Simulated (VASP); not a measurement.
# Hf3H (Pm-3n) in VASP: single point with PBE

Aim: the single point of Hf3H with PBE.

All numbers are computed with VASP 6.6.1; they aren't measurements. Logs are shortened: lines on timing, memory, paths and dates and some standing lists are left out, and cuts for length are marked.

## (1) The cell of the first run

Symmetry: Pm-3n, No. 223, cubic system. Conventional cell: a = 5.340 Å, b = 5.340 Å, c = 5.340 Å, α = 90.00°, β = 90.00°, γ = 90.00°. Within 3.5 Å of Hf (site symmetry -4m2) lie 10 Hf at 2.67 to 3.27 Å and 4 H at 2.99 Å. Within 3.9 Å of H (site symmetry m-3) lie 12 Hf at 2.99 Å.

## (2) Single point, PBE

INCAR

```
PREC = Accurate ; ENCUT = 500
EDIFF = 1E-6 ; ISMEAR = 0
SIGMA = 0.2 ; LREAL = False
LASPH = True ; NELM = 120
ALGO = Normal ; ISIF = 2
LWAVE = False ; LCHARG = False
GGA = PE ; NBANDS = 41
GGA_COMPAT = False
```

KPOINTS

```
Automatic mesh
0
Gamma
  3 3 3
```

POSCAR

```
Hf3H
1.0
    5.3401498424      0.0000000000      0.0000000000
    0.0000000000      5.3401498424      0.0000000000
    0.0000000000      0.0000000000      5.3401498424
Hf H
6 2
Direct
    0.2500000000      0.0000000000      0.5000000000
    0.7500000000      0.0000000000      0.5000000000
    0.5000000000      0.2500000000      0.0000000000
    0.5000000000      0.7500000000      0.0000000000
    0.0000000000      0.5000000000      0.2500000000
    0.0000000000      0.5000000000      0.7500000000
    0.0000000000      0.0000000000      0.0000000000
    0.5000000000      0.5000000000      0.5000000000
```

Potentials or basis: VASP PAW PBE potentials, release 64 (Hf_pv, H).

Launch:

```bash
cat potpaw_PBE.64/Hf_pv/POTCAR potpaw_PBE.64/H/POTCAR > POTCAR
mpirun -np 1 vasp_std > vasp.out
```

OUTCAR:

```text
PREC = Accurate
   ENCUT = 500
   EDIFF = 1E-6
   ISMEAR = 0
   LREAL = False
   LASPH = True
   NELM = 120
   ISIF = 2
   GGA = PE

 ion  position               nearest neighbor table
   1  0.250  0.000  0.500-   2 2.67   2 2.67   4 3.27   5 3.27   6 3.27   3 3.27   4 3.27   5 3.27
                             6 3.27   3 3.27
   2  0.750  0.000  0.500-   1 2.67   1 2.67   4 3.27   5 3.27   6 3.27   3 3.27   4 3.27   5 3.27
                             6 3.27   3 3.27
   3  0.500  0.250  0.000-   4 2.67   4 2.67   1 3.27   5 3.27   6 3.27   1 3.27   2 3.27   2 3.27
                             5 3.27   6 3.27
   4  0.500  0.750  0.000-   3 2.67   3 2.67   1 3.27   5 3.27   6 3.27   1 3.27   2 3.27   2 3.27
                             5 3.27   6 3.27
   5  0.000  0.500  0.250-   6 2.67   6 2.67   3 3.27   4 3.27   1 3.27   2 3.27   1 3.27   2 3.27
                             3 3.27   4 3.27
   6  0.000  0.500  0.750-   5 2.67   5 2.67   3 3.27   4 3.27   1 3.27   2 3.27   1 3.27   2 3.27
                             3 3.27   4 3.27
   7  0.000  0.000  0.000-
   8  0.500  0.500  0.500-

  LATTYP: Found a simple cubic cell.
 ALAT       =     5.3401498424

  Lattice vectors:

 A1 = (   5.3401498424,   0.0000000000,   0.0000000000)
 A2 = (   0.0000000000,   5.3401498424,   0.0000000000)
 A3 = (   0.0000000000,   0.0000000000,   5.3401498424)

Analysis of symmetry for initial positions (statically):
=====================================================================
 Subroutine PRICEL returns:
 Original cell was already a primitive cell.

 Routine SETGRP: Setting up the symmetry group for a
 simple cubic supercell.

 Subroutine GETGRP returns: Found 48 space group operations
 (whereof 24 operations were pure point group operations)
 out of a pool of 48 trial point group operations.

The static configuration has the point symmetry T_h .
 The point group associated with its full space group is O_h .

Analysis of symmetry for dynamics (positions and initial velocities):
=====================================================================
 Subroutine PRICEL returns:
 Original cell was already a primitive cell.

 Routine SETGRP: Setting up the symmetry group for a
 simple cubic supercell.

 Subroutine GETGRP returns: Found 48 space group operations
 (whereof 24 operations were pure point group operations)
 out of a pool of 48 trial point group operations.

The dynamic configuration has the point symmetry T_h .
 The point group associated with its full space group is O_h .

 Subroutine INISYM returns: Found 48 space group operations
 (whereof 24 operations are pure point group operations),
 and found     1 'primitive' translations

----------------------------------------------------------------------------------------

                                     Primitive cell

  volume of cell :     152.2861

  direct lattice vectors                    reciprocal lattice vectors
     5.340149842  0.000000000  0.000000000     0.187260663  0.000000000  0.000000000
     0.000000000  5.340149842  0.000000000     0.000000000  0.187260663  0.000000000
     0.000000000  0.000000000  5.340149842     0.000000000  0.000000000  0.187260663

  length of vectors
     5.340149842  5.340149842  5.340149842     0.187260663  0.187260663  0.187260663

  position of ions in fractional coordinates (direct lattice)
     0.250000000  0.000000000  0.500000000
     0.750000000  0.000000000  0.500000000
     0.500000000  0.250000000  0.000000000
     0.500000000  0.750000000  0.000000000
     0.000000000  0.500000000  0.250000000
     0.000000000  0.500000000  0.750000000
     0.000000000  0.000000000  0.000000000
     0.500000000  0.500000000  0.500000000

  ion indices of the primitive-cell ions
   primitive index   ion index
                 1           1
                 2           2
                 3           3
                 4           4
                 5           5
                 6           6
                 7           7
                 8           8

----------------------------------------------------------------------------------------

 KPOINTS: Automatic mesh

Automatic generation of k-mesh.
 Grid dimensions read from file:
 generate k-points for:    3    3    3

 Generating k-lattice:

  Cartesian coordinates                     Fractional coordinates (reciprocal lattice)
     0.062420221  0.000000000  0.000000000     0.333333333  0.000000000  0.000000000
     0.000000000  0.062420221  0.000000000     0.000000000  0.333333333  0.000000000
     0.000000000  0.000000000  0.062420221     0.000000000  0.000000000  0.333333333

  Length of vectors
     0.062420221  0.062420221  0.062420221

  Shift w.r.t. Gamma in fractional coordinates (k-lattice)
     0.000000000  0.000000000  0.000000000

 Subroutine IBZKPT returns following result:
 ===========================================

 Found      4 irreducible k-points:

 Following reciprocal coordinates:
            Coordinates               Weight
  0.000000  0.000000  0.000000      1.000000
  0.333333  0.000000  0.000000      6.000000
  0.333333  0.333333  0.000000     12.000000
  0.333333  0.333333  0.333333      8.000000
   k-points           NKPTS =      4   k-points in BZ     NKDIM =      4   number of bands    NBANDS=     41
   number of dos      NEDOS =    301   number of ions     NIONS =      8
   total plane-waves  NPLWV =  64000
   dimension x,y,z NGX =    40 NGY =   40 NGZ =   40
   dimension x,y,z NGXF=    80 NGYF=   80 NGZF=   80
   ions per type =               6   2
   NGX,Y,Z   is equivalent  to a cutoff of  12.45, 12.45, 12.45 a.u.
   NGXF,Y,Z  is equivalent  to a cutoff of  24.91, 24.91, 24.91 a.u.
 SYSTEM =  unknown system
   PREC   = accura    normal or accurate (medium, high low for compatibility)
   ISTART =      0    job   : 0-new  1-cont  2-samecut
   ICHARG =      2    charge: 1-file 2-atom 10-const
   ISPIN  =      1    spin polarized calculation?
   LNONCOLLINEAR =      F non collinear calculations
   LSORBIT =      F    spin-orbit coupling
   LASPH  =      T    aspherical Exc in radial PAW
   ENCUT  =  500.0 eV  36.75 Ry    6.06 a.u.   9.74  9.74  9.74*2*pi/ulx,y,z
   NELM   =    120;   NELMIN=  2; NELMDL= -5     # of ELM steps
   EDIFF  = 0.1E-05   stopping-criterion for ELM
   LREAL  =      F    real-space projection
   EDIFFG = 0.1E-04   stopping-criterion for IOM
   NSW    =      0    number of steps for IOM
   IBRION =     -1    ionic relax: 0-MD 1-quasi-New 2-CG
   NFREE  =      0    steps in history (QN), initial steepest desc. (CG)
   ISIF   =      2    stress and relaxation
   ISYM   =      2    0-nonsym 1-usesym 2-fastsym
   POTIM  = 0.5000    time-step for ionic-motion
   TEBEG  =    0.0;   TEEND  =   0.0 temperature during run
   PSTRESS=    0.0 pullay stress
   NELECT =      62.0000    total number of electrons
   NUPDOWN=      -1.0000    fix difference up-down
   EMIN   =  10.00;   EMAX   =-10.00  energy-range for DOS
   EFERMI =   0.00;   METHOD = LEGACY
   ISMEAR =     0;   SIGMA  =   0.20  broadening in eV -4-tet -1-fermi 0-gaus
   EFERMI_NEDOS =   21; number of points for ismear=-14 and -15
   IALGO  =     38    algorithm
   IMIX   =      4    mixing-type and parameters
     AMIX     =   0.40;   BMIX     =  1.00
     AMIX_MAG =   1.60;   BMIX_MAG =  1.00
  volume/ion in A,a.u.               =      19.04       128.46
  Fermi-wavevector in a.u.,A,eV,Ry     =   1.213348  2.292895 20.030670  1.472213
  Thomas-Fermi vector in A             =   2.348803
   LORBIT       =      0    0 simple, 1 ext, 2 COOP (PROOUT), +10 PAW based schemes
   GGA     = PE    functional components
   LHFCALC =     F    Hartree Fock is set to
   AEXX    =    0.0000 exact exchange contribution
   IVDW    =     0    specifies the selected vdW correction
   LEPSILON=     F    determine dielectric tensor
   LRPA    =     F    only Hartree local field effects (RPA)
 non-spin polarized calculation
 Gauss-broadening in eV      SIGMA  =   0.20
  energy-cutoff  :      500.00
  volume of cell :      152.29
 maximum number of plane-waves:      3887
 NGX is ok and might be reduce to    40
   NGX = 19   NGY = 19   NGZ = 19

 number of electron      61.9999989 magnetization

 Free energy of the ion-electron system (eV)
  ---------------------------------------------------
  ext. energy  EPLUGINS =         0.00000000
  ---------------------------------------------------
  free energy    TOTEN  =       -59.77970300 eV

  energy without entropy =      -59.60508122  energy(sigma->0) =      -59.69239211

 E-fermi :   4.0651     XC(G=0): -10.7974

 val. band max:        3.8916520938   @ k =   0.3333   0.3333   0.0000
 cond. band min:       4.1222605608   @ k =   0.3333   0.3333   0.0000
 fundamental gap:      0.2306084670
 Fermi energy:         4.0650811989

 k-point     1 :       0.0000    0.0000    0.0000
  band No.  band energies     occupation
      1     -27.3284      2.00000
      2     -27.3284      2.00000
      3     -27.1647      2.00000
      4     -26.6282      2.00000
      5     -26.6282      2.00000
      6     -26.6282      2.00000
[... 33 lines left out ...]
     40       8.0425      0.00000
     41       8.4541      0.00000

 k-point     2 :       0.3333    0.0000    0.0000
  band No.  band energies     occupation
      1     -27.3116      2.00000
      2     -27.2704      2.00000
      3     -26.8420      2.00000
      4     -26.6184      2.00000
      5     -26.6184      2.00000
      6     -26.5187      2.00000
[... 33 lines left out ...]
     40       7.4780      0.00000
     41       7.5797      0.00000

 k-point     3 :       0.3333    0.3333    0.0000
  band No.  band energies     occupation
      1     -27.2948      2.00000
      2     -26.9151      2.00000
      3     -26.8269      2.00000
      4     -26.5725      2.00000
      5     -26.5264      2.00000
      6     -26.5188      2.00000
[... 33 lines left out ...]
     40       6.6771      0.00000
     41       6.8500      0.00000

 k-point     4 :       0.3333    0.3333    0.3333
  band No.  band energies     occupation
      1     -26.9004      2.00000
      2     -26.9004      2.00000
      3     -26.8440      2.00000
      4     -26.5326      2.00000
      5     -26.4981      2.00000
      6     -26.4712      2.00000
[... 33 lines left out ...]
     40       5.9027      0.00000
     41       7.0717      0.00000

------------------------ aborting loop because EDIFF is reached ----------------------------------------

  FORCE on cell =-STRESS in cart. coord.  units (eV):
  Direction    XX          YY          ZZ          XY          YZ          ZX
  --------------------------------------------------------------------------------------
  -------------------------------------------------------------------------------------
  Total        0.2862563      0.2862563      0.2862563      0.0000000      0.0000000      0.0000000
  in kB        3.0116551      3.0116551      3.0116551      0.0000000      0.0000000      0.0000000
  external PRESSURE =       3.0116551 kB  Pullay stress =       0.0000000 kB

 VOLUME and BASIS-vectors are now :
 -----------------------------------------------------------------------------
  energy-cutoff  :      500.00
  volume of cell :      152.29
      direct lattice vectors                 reciprocal lattice vectors
     5.340149842  0.000000000  0.000000000     0.187260663  0.000000000  0.000000000
     0.000000000  5.340149842  0.000000000     0.000000000  0.187260663  0.000000000
     0.000000000  0.000000000  5.340149842     0.000000000  0.000000000  0.187260663

 POSITION                                       TOTAL-FORCE (eV/Angst)
 -----------------------------------------------------------------------------------
      1.33504      0.00000      2.67007        -0.000000      0.000000     -0.000000
      4.00511      0.00000      2.67007         0.000000      0.000000      0.000000
      2.67007      1.33504      0.00000         0.000000     -0.000000      0.000000
      2.67007      4.00511      0.00000        -0.000000      0.000000     -0.000000
      0.00000      2.67007      1.33504         0.000000     -0.000000     -0.000000
      0.00000      2.67007      4.00511        -0.000000     -0.000000      0.000000
      0.00000      0.00000      0.00000         0.000000     -0.000000     -0.000000
      2.67007      2.67007      2.67007         0.000000     -0.000000     -0.000000
 -----------------------------------------------------------------------------------
    total drift:                               -0.000000     -0.000000      0.000000

  FREE ENERGIE OF THE ION-ELECTRON SYSTEM (eV)
  ---------------------------------------------------
  free  energy   TOTEN  =       -59.7797029975 eV

  energy  without entropy=      -59.6050812240  energy(sigma->0) =      -59.69239211
```

Run time: 65 s. Hardware: 1 thread of AMD EPYC 7R13, shared host; peak memory 0.2 GiB.

Results:

```yaml
Free_energy: -59.7797 eV
Pressure: 0.3 GPa
Band_gap_on_the_k_mesh: zero (band 31 reaches 4.34 eV, above the bottom of band 32 at 3.39 eV)
```

Caveat: the k points lie up to 0.39 Å⁻¹ apart; spin-orbit coupling is left out, which moves the levels of the heavy elements.
